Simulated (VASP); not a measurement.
# Ir (P6_3/mmc) in VASP: notebook, part 2 of 2

VASP 6.6.1.

### 3 Single point, PBEsol, collinear spin (15.80 Å³/atom)

Contents of INCAR:

```
  ALGO = Normal
  EDIFF = 1E-7
  ENCUT = 520
  GGA = PS
  ISIF = 2
  ISMEAR = 0
  ISPIN = 2
  LASPH = T
  LCHARG = F
  LMAXMIX = 4
  LORBIT = 11
  LREAL = F
  LWAVE = F
  MAGMOM = 0.7 0.7
  NBANDS = 20
  NELM = 150
  NUPDOWN = 1.4
  PREC = Accurate
  SIGMA = 0.15
```

Contents of KPOINTS:

```
k-points
0
Gamma
  21 21 12
```

Contents of POSCAR:

```
Ir
1.0
    2.8235216222      0.0000000000      0.0000000000
   -1.4117608111      2.4452414529      0.0000000000
    0.0000000000      0.0000000000      4.5777984561
Ir
2
Direct
    0.6666666667      0.3333333333      0.7500000000
    0.3333333333      0.6666666667      0.2500000000
```

Potentials or basis: VASP PAW PBE potentials, release 64 (Ir).

On the command line:

```
> cat potpaw_PBE.64/Ir/POTCAR > POTCAR
> mpirun -np 1 vasp_std > vasp.out
```

OUTCAR:

```text
EDIFF = 1E-7
   ENCUT = 520
   GGA = PS
   ISIF = 2
   ISMEAR = 0
   ISPIN = 2
   LASPH = T
   LORBIT = 11
   LREAL = F
   NELM = 150
   NUPDOWN = 1.4
   PREC = Accurate

 ion  position               nearest neighbor table
   1  0.667  0.333  0.750-   2 2.81   2 2.81   2 2.81   2 2.81   2 2.81   2 2.81
   2  0.333  0.667  0.250-   1 2.81   1 2.81   1 2.81   1 2.81   1 2.81   1 2.81

  LATTYP: Found a hexagonal cell.
 ALAT       =     2.8235216222
 C/A-ratio  =     1.6213080927

  Lattice vectors:

 A1 = (   2.8235216222,   0.0000000000,   0.0000000000)
 A2 = (  -1.4117608111,   2.4452414529,   0.0000000000)
 A3 = (   0.0000000000,   0.0000000000,   4.5777984561)

Analysis of symmetry for initial positions (statically):
=====================================================================
 Subroutine PRICEL returns:
 Original cell was already a primitive cell.

 Routine SETGRP: Setting up the symmetry group for a
 hexagonal supercell.

 Subroutine GETGRP returns: Found 24 space group operations
 (whereof 12 operations were pure point group operations)
 out of a pool of 24 trial point group operations.

The static configuration has the point symmetry D_3d.
 The point group associated with its full space group is D_6h.

Analysis of symmetry for dynamics (positions and initial velocities):
=====================================================================
 Subroutine PRICEL returns:
 Original cell was already a primitive cell.

 Routine SETGRP: Setting up the symmetry group for a
 hexagonal supercell.

 Subroutine GETGRP returns: Found 24 space group operations
 (whereof 12 operations were pure point group operations)
 out of a pool of 24 trial point group operations.

The dynamic configuration has the point symmetry D_3d.
 The point group associated with its full space group is D_6h.

Analysis of structural, dynamic, and magnetic symmetry:
=====================================================================
 Subroutine PRICEL returns:
 Original cell was already a primitive cell.

 Routine SETGRP: Setting up the symmetry group for a
 hexagonal supercell.

 Subroutine GETGRP returns: Found 24 space group operations
 (whereof 12 operations were pure point group operations)
 out of a pool of 24 trial point group operations.

The overall configuration has the point symmetry D_3d.
 The point group associated with its full space group is D_6h.

 Subroutine INISYM returns: Found 24 space group operations
 (whereof 12 operations are pure point group operations),
 and found     1 'primitive' translations

----------------------------------------------------------------------------------------

                                     Primitive cell

  volume of cell :      31.6060

  direct lattice vectors                    reciprocal lattice vectors
     2.823521622  0.000000000  0.000000000     0.354167644  0.204478784  0.000000000
    -1.411760811  2.445241453  0.000000000     0.000000000  0.408957569  0.000000000
     0.000000000  0.000000000  4.577798456     0.000000000  0.000000000  0.218445615

  length of vectors
     2.823521622  2.823521622  4.577798456     0.408957569  0.408957569  0.218445615

  position of ions in fractional coordinates (direct lattice)
     0.666666667  0.333333333  0.750000000
     0.333333333  0.666666667  0.250000000

  ion indices of the primitive-cell ions
[... 64 lines left out ...]
   NGXF,Y,Z  is equivalent  to a cutoff of  28.26, 28.26, 26.15 a.u.
 SYSTEM =  unknown system
   PREC   = accura    normal or accurate (medium, high low for compatibility)
   ISTART =      0    job   : 0-new  1-cont  2-samecut
   ICHARG =      2    charge: 1-file 2-atom 10-const
   ISPIN  =      2    spin polarized calculation?
   LNONCOLLINEAR =      F non collinear calculations
   LSORBIT =      F    spin-orbit coupling
   LASPH  =      T    aspherical Exc in radial PAW
   ENCUT  =  520.0 eV  38.22 Ry    6.18 a.u.   5.25  5.25  8.51*2*pi/ulx,y,z
   NELM   =    150;   NELMIN=  2; NELMDL= -5     # of ELM steps
   EDIFF  = 0.1E-06   stopping-criterion for ELM
   LREAL  =      F    real-space projection
   EDIFFG = 0.1E-05   stopping-criterion for IOM
   NSW    =      0    number of steps for IOM
   IBRION =     -1    ionic relax: 0-MD 1-quasi-New 2-CG
   NFREE  =      0    steps in history (QN), initial steepest desc. (CG)
   ISIF   =      2    stress and relaxation
   ISYM   =      2    0-nonsym 1-usesym 2-fastsym
   POTIM  = 0.5000    time-step for ionic-motion
   TEBEG  =    0.0;   TEEND  =   0.0 temperature during run
   PSTRESS=    0.0 pullay stress
   NELECT =      18.0000    total number of electrons
   NUPDOWN=       1.4000    fix difference up-down
   EMIN   =  10.00;   EMAX   =-10.00  energy-range for DOS
   EFERMI =   0.00;   METHOD = LEGACY
   ISMEAR =     0;   SIGMA  =   0.15  broadening in eV -4-tet -1-fermi 0-gaus
   EFERMI_NEDOS =   21; number of points for ismear=-14 and -15
   IALGO  =     38    algorithm
   IMIX   =      4    mixing-type and parameters
     AMIX     =   0.40;   BMIX     =  1.00
     AMIX_MAG =   1.60;   BMIX_MAG =  1.00
  volume/ion in A,a.u.               =      15.80       106.64
  Fermi-wavevector in a.u.,A,eV,Ry     =   1.356987  2.564334 25.053970  1.841415
  Thomas-Fermi vector in A             =   2.483944
   LORBIT       =     11    0 simple, 1 ext, 2 COOP (PROOUT), +10 PAW based schemes
   GGA     = PS    functional components
   LHFCALC =     F    Hartree Fock is set to
   AEXX    =    0.0000 exact exchange contribution
   IVDW    =     0    specifies the selected vdW correction
   LEPSILON=     F    determine dielectric tensor
   LRPA    =     F    only Hartree local field effects (RPA)
 spin polarized calculation
 Gauss-broadening in eV      SIGMA  =   0.15
  energy-cutoff  :      520.00
  volume of cell :       31.61
 maximum number of plane-waves:       867
 NGX is ok and might be reduce to    24
   NGX = 11   NGY = 11   NGZ = 17

 number of electron      18.0000003 magnetization       1.4000000

 Free energy of the ion-electron system (eV)
  ---------------------------------------------------
  ext. energy  EPLUGINS =         0.00000000
  ---------------------------------------------------
  free energy    TOTEN  =       -18.94611260 eV

  energy without entropy =      -18.91326580  energy(sigma->0) =      -18.92968920

 E-fermi :   8.1706     XC(G=0): -13.4536

 val. band max:        8.7057731192   @ k =   0.0952   0.0952   0.0833
 cond. band min:       8.1779675794   @ k =   0.2857   0.0476   0.2500
 fundamental gap:     -0.5278055398
 Fermi energy:         8.7066516645

 spin component 1

 k-point     1 :       0.0000    0.0000    0.0000
  band No.  band energies     occupation
      1      -1.6870      1.00000
      2       1.2749      1.00000
      3       4.9838      1.00000
      4       5.0764      1.00000
      5       5.0764      1.00000
      6       5.6201      1.00000
[... 541 lines left out ...]
     19      28.3798      0.00000
     20      29.7380      0.00000

 [... further k-points ...]

 spin component 2

 k-point     1 :       0.0000    0.0000    0.0000
  band No.  band energies     occupation
      1      -1.5269      1.00000
      2       1.5717      1.00000
      3       5.4202      1.00000
      4       5.5023      1.00000
      5       5.5023      1.00000
      6       6.0589      1.00000
[... 541 lines left out ...]
     19      28.5541      0.00000
     20      29.9524      0.00000

 [... further k-points ...]
[... 5 lines left out ...]
  --------------------------------------------------------------------------------------
  -------------------------------------------------------------------------------------
  Total       -5.6239491     -5.6239491     -5.8231489     -0.0000000      0.0000000      0.0000000
  in kB     -285.0902894   -285.0902894   -295.1881667     -0.0000000      0.0000000      0.0000000
  external PRESSURE =    -288.4562485 kB  Pullay stress =       0.0000000 kB

 VOLUME and BASIS-vectors are now :
 -----------------------------------------------------------------------------
  energy-cutoff  :      520.00
  volume of cell :       31.61
      direct lattice vectors                 reciprocal lattice vectors
     2.823521622  0.000000000  0.000000000     0.354167644  0.204478784  0.000000000
    -1.411760811  2.445241453  0.000000000     0.000000000  0.408957569  0.000000000
     0.000000000  0.000000000  4.577798456     0.000000000  0.000000000  0.218445615

 POSITION                                       TOTAL-FORCE (eV/Angst)
 -----------------------------------------------------------------------------------
      1.41176      0.81508      3.43335         0.000000      0.000000      0.000000
     -0.00000      1.63016      1.14445        -0.000000     -0.000000      0.000000
 -----------------------------------------------------------------------------------
    total drift:                               -0.000000      0.000000     -0.000000

  FREE ENERGIE OF THE ION-ELECTRON SYSTEM (eV)
  ---------------------------------------------------
  free  energy   TOTEN  =       -18.9461125971 eV

  energy  without entropy=      -18.9132658034  energy(sigma->0) =      -18.92968920

 total charge

# of ion       s       p       d       tot
------------------------------------------
    1        0.609   0.602   6.838   8.049
    2        0.609   0.602   6.838   8.049
--------------------------------------------------
tot          1.219   1.203  13.676  16.098

 magnetization (x)

# of ion       s       p       d       tot
------------------------------------------
    1        0.003   0.000   0.684   0.687
    2        0.003   0.000   0.684   0.687
--------------------------------------------------
tot          0.005   0.001   1.368   1.373
```

OSZICAR:

```text
N       E                     dE             d eps       ncg     rms          rms(c)
DAV:   1     0.140707972039E+03    0.14071E+03   -0.77475E+03 26888   0.863E+02
DAV:   2    -0.161387430623E+02   -0.15685E+03   -0.13752E+03 27280   0.253E+02
DAV:   3    -0.201749136628E+02   -0.40362E+01   -0.39700E+01 32096   0.482E+01
DAV:   4    -0.202249403766E+02   -0.50027E-01   -0.50000E-01 30884   0.454E+00
DAV:   5    -0.202263822778E+02   -0.14419E-02   -0.14419E-02 32080   0.821E-01    0.177E+01
DAV:   6    -0.191074195146E+02    0.11190E+01   -0.13241E+00 31656   0.131E+01    0.681E+00
DAV:   7    -0.189583963053E+02    0.14902E+00   -0.26916E-01 36168   0.530E+00    0.312E+00
DAV:   8    -0.189518218327E+02    0.65745E-02   -0.50890E-03 28996   0.460E-01    0.161E+00
DAV:   9    -0.189467729533E+02    0.50489E-02   -0.71346E-03 31168   0.897E-01    0.695E-01
DAV:  10    -0.189461048930E+02    0.66806E-03   -0.22693E-04 28840   0.135E-01    0.199E-02
DAV:  11    -0.189461102902E+02   -0.53972E-05   -0.57435E-06 33724   0.189E-02    0.185E-02
DAV:  12    -0.189461117094E+02   -0.14192E-05   -0.67109E-07 31288   0.627E-03    0.103E-02
DAV:  13    -0.189461125743E+02   -0.86493E-06   -0.41091E-07 31572   0.575E-03    0.523E-04
DAV:  14    -0.189461125971E+02   -0.22807E-07   -0.10657E-08 15268   0.779E-04
   1 F= -.18946113E+02 E0= -.18929689E+02  d E =-.328468E-01  mag=     1.4000
```

Run time: 3.1 min. Hardware: 1 thread of AMD EPYC 9R45 (Zen 5), shared host; peak memory 0.37 GiB.

What came out:

```
Free energy                                           : -18.9461 eV
Pressure                                              : -28.8 GPa
Net moment                                            : 1.40 μB per cell
Site moments                                          : Ir +0.69 μB
Valence electrons inside the program's atomic spheres : Ir 8.05
```

Stress tensor (GPa, compression positive):
```
-28.51   0.00   0.00
  0.00 -28.51   0.00
  0.00   0.00 -29.52
```

Caveat: the cell stands under tension; the PAW data sets were made with another functional, which shifts forces and pressure a little; spin-orbit coupling is left out, which moves the levels of the heavy elements; the total moment is fixed, so each spin has its own Fermi level and the state may be an excited one.

### 4 Single point, PBEsol, collinear spin (14.11 Å³/atom)

This run uses another cell than the first one, of 14.11 Å³/atom.

Contents of INCAR:

```
PREC     = Accurate       # precision mode
ENCUT    = 560            # plane-wave cutoff, eV
EDIFF    = 1E-6           # SCF threshold, eV
ISMEAR   = 0              # smearing method
SIGMA    = 0.15           # smearing width, eV
LREAL    = F              # projectors in reciprocal space
LASPH    = T              # aspherical terms in the spheres
NELM     = 200            # most SCF steps
ALGO     = Normal         # electronic algorithm
ISIF     = 2              # what is computed and relaxed
LWAVE    = F              # write WAVECAR
LCHARG   = T              # write CHGCAR
ISPIN    = 2              # spin polarisation
MAGMOM   = 0.5 0.5        # initial moments
LORBIT   = 11             # projections on sites
NUPDOWN  = 1.0            # fixed moment
LMAXMIX  = 4              # l up to which the mixer works
GGA      = PS             # functional
LELF     = T              # ELF
LVHAR    = T            
NBANDS   = 28             # bands
GGA_COMPAT= F
```

Contents of KPOINTS:

```
regular mesh
0
Gamma
  21 21 12
```

Contents of POSCAR:

```
Ir
1.0
    2.7188340441      0.0000000000      0.0000000000
   -1.3594170221      2.3545793509      0.0000000000
    0.0000000000      0.0000000000      4.4080676386
Ir
2
Direct
    0.6666666667      0.3333333333      0.7500000000
    0.3333333333      0.6666666667      0.2500000000
```

Potentials or basis: VASP PAW PBE potentials, release 64 (Ir_sv_GW).

On the command line:

```
> cat potpaw_PBE.64/Ir_sv_GW/POTCAR > POTCAR
> mpirun -np 1 vasp_std > vasp.out
```

It took 3.1 min on 1 thread of Intel Xeon 6975P-C (Granite Rapids), shared host; peak memory 0.49 GiB.

It converged, with:

- Free energy: -20.5217 eV
- Pressure: 0.4 GPa
- Net moment: 1.00 μB per cell
- Site moments: Ir +0.51 μB
- Valence electrons inside the program's atomic spheres: Ir 16.47

Stress tensor (GPa, compression positive):
```
0.59 0.00 0.00
0.00 0.59 0.00
0.00 0.00 0.00
```

Caveat: the PAW data sets were made with another functional, which shifts forces and pressure a little; spin-orbit coupling is left out, which moves the levels of the heavy elements; the total moment is fixed, so each spin has its own Fermi level and the state may be an excited one.

### 5 Single point, PBEsol, collinear spin (15.80 Å³/atom)

Contents of INCAR:

```
SYSTEM = Ir
ALGO     = Fast           ! electronic algorithm
EDIFF    = 1E-6           ! SCF threshold, eV
ENCUT    = 520            ! plane-wave cutoff, eV
GGA      = PS             ! functional
ISIF     = 2              ! what is computed and relaxed
ISMEAR   = 0              ! smearing method
ISPIN    = 2              ! spin polarisation
LASPH    = .TRUE.         ! aspherical terms in the spheres
LCHARG   = .TRUE.         ! write CHGCAR
LELF     = .TRUE.         ! ELF
LMAXMIX  = 4              ! l up to which the mixer works
LORBIT   = 11             ! projections on sites
LREAL    = .FALSE.        ! projectors in reciprocal space
LVHAR    = .TRUE.       
LWAVE    = .FALSE.        ! write WAVECAR
MAGMOM   = 0.4 0.4        ! initial moments
NBANDS   = 20             ! bands
NELM     = 150            ! most SCF steps
NUPDOWN  = 0.8            ! fixed moment
PREC     = Accurate       ! precision mode
SIGMA    = 0.15           ! smearing width, eV
```

Contents of KPOINTS:

```
k-points
0
G
  21 21 12
  0 0 0
```

Contents of POSCAR:

```
Ir
1.0
    2.8235216222      0.0000000000      0.0000000000
   -1.4117608111      2.4452414529      0.0000000000
    0.0000000000      0.0000000000      4.5777984561
Ir
2
Direct
    0.6666666667      0.3333333333      0.7500000000
    0.3333333333      0.6666666667      0.2500000000
```

Potentials or basis: VASP PAW PBE potentials, release 64 (Ir).

On the command line:

```
> cat potpaw_PBE.64/Ir/POTCAR > POTCAR
> mpirun -np 1 vasp_std > vasp.out
```

It took 10 min on 1 thread of Intel Xeon Platinum 8375C at 2.90GHz (Ice Lake), shared host; peak memory 0.39 GiB.

It converged, with:

| Quantity | Value |
| --- | --- |
| Free energy | -19.0691 eV |
| Pressure | -31.0 GPa |
| Net moment | 0.80 μB per cell |
| Site moments | Ir +0.39 μB |
| Valence electrons inside the program's atomic spheres | Ir 8.05 |

Stress tensor (GPa, compression positive):
```
-30.60   0.00   0.00
  0.00 -30.60   0.00
  0.00   0.00 -31.67
```

Caveat: the cell stands under tension; the PAW data sets were made with another functional, which shifts forces and pressure a little; spin-orbit coupling is left out, which moves the levels of the heavy elements; the total moment is fixed, so each spin has its own Fermi level and the state may be an excited one.

### 6 The runs side by side

```tsv
potentials or basis	fixed moment (μB)	cell	cutoff (eV)	pressure (GPa)	moment (μB)
VASP PAW PBE potentials, release 64 (Ir)	0.6	a = 2.824, b = 2.824, c = 4.578 Å, angles 90.0, 90.0, 120.0°, 2 atoms	520	-31.4	0.60
VASP PAW PBE potentials, release 64 (Ir)	1.4	a = 2.824, b = 2.824, c = 4.578 Å, angles 90.0, 90.0, 120.0°, 2 atoms	520	-28.8	1.40
VASP PAW PBE potentials, release 64 (Ir_sv_GW)	1.0	a = 2.719, b = 2.719, c = 4.408 Å, angles 90.0, 90.0, 120.0°, 2 atoms	560	0.4	1.00
VASP PAW PBE potentials, release 64 (Ir)	0.8	a = 2.824, b = 2.824, c = 4.578 Å, angles 90.0, 90.0, 120.0°, 2 atoms	520	-31.0	0.80
```

Alike in all rows: task single point; level PBEsol; spin collinear; k mesh 21 × 21 × 12; smearing gaussian 0.15 eV.

Caveats: the PAW data sets were made with another functional, which shifts forces and pressure a little; spin-orbit coupling is left out, which moves the levels of the heavy elements; the total moment is fixed, so each spin has its own Fermi level and the state may be an excited one; the cell stands under tension (at least some runs).

Absolute energies hang on the potentials; compare differences alone.
